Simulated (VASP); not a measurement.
**Ta2N: single point with PBEsol**

The system is Ta2N.

```xyz
3
Lattice="3.0241 0.0000 0.0000 -1.5121 2.6190 0.0000 0.0000 0.0000 4.5985" Properties=species:S:1:pos:R:3 pbc="T T T"
Ta    1.5121    0.8730    3.4322
Ta    0.0000    1.7460    1.1663
N     0.0000    0.0000    0.0000
```

```yaml
Program: VASP 6.6.1
Task: single point
Functional: PBEsol
Potentials_or_basis: VASP PAW PBE potentials, release 64 (Ta_pv, N)
Cutoff: 520 eV
k_mesh: 18 × 18 × 10
Occupations: gaussian, width 0.15 eV
Spin: no spin polarisation
```

| Item | Value |
| --- | --- |
| Pressure | 31.3 GPa |
| Largest force | 0.443 eV/Å |
| Band gap on the k mesh | zero (an odd number of electrons rules out a gap without spin polarisation) |

Forces in eV/Å, atoms in the order of the input:
```
Ta   0.000  0.000 -0.443
Ta   0.000  0.000  0.443
N    0.000  0.000  0.000
```

Stress tensor (GPa, compression positive):
```
28.47  0.00  0.00
 0.00 28.47  0.00
 0.00  0.00 36.91
```

Levels at points of the mesh, in eV from the Fermi level:
```
           k point  band 11  band 12  band 13  band 14  band 15  band 16
(0.00, 0.00, 0.00)    -4.72    -0.47    -0.27    -0.27     0.10     0.10
(0.50, 0.00, 0.00)    -5.16    -2.75    -1.28     2.00     2.52     4.21
(0.00, 0.00, 0.50)    -2.87    -2.49    -1.45    -1.45     2.22     2.51
(0.50, 0.00, 0.50)    -3.58    -2.14    -2.05    -0.05     0.80     3.60
```

It took 4.6 min on 1 thread of Intel Xeon 8259CL (shared host), peak memory 0.33 GiB.

Caveat: the cell stands under pressure; the PAW data sets were made with another functional, which shifts forces and pressure a little; spin-orbit coupling is left out, which moves the levels of the heavy elements.
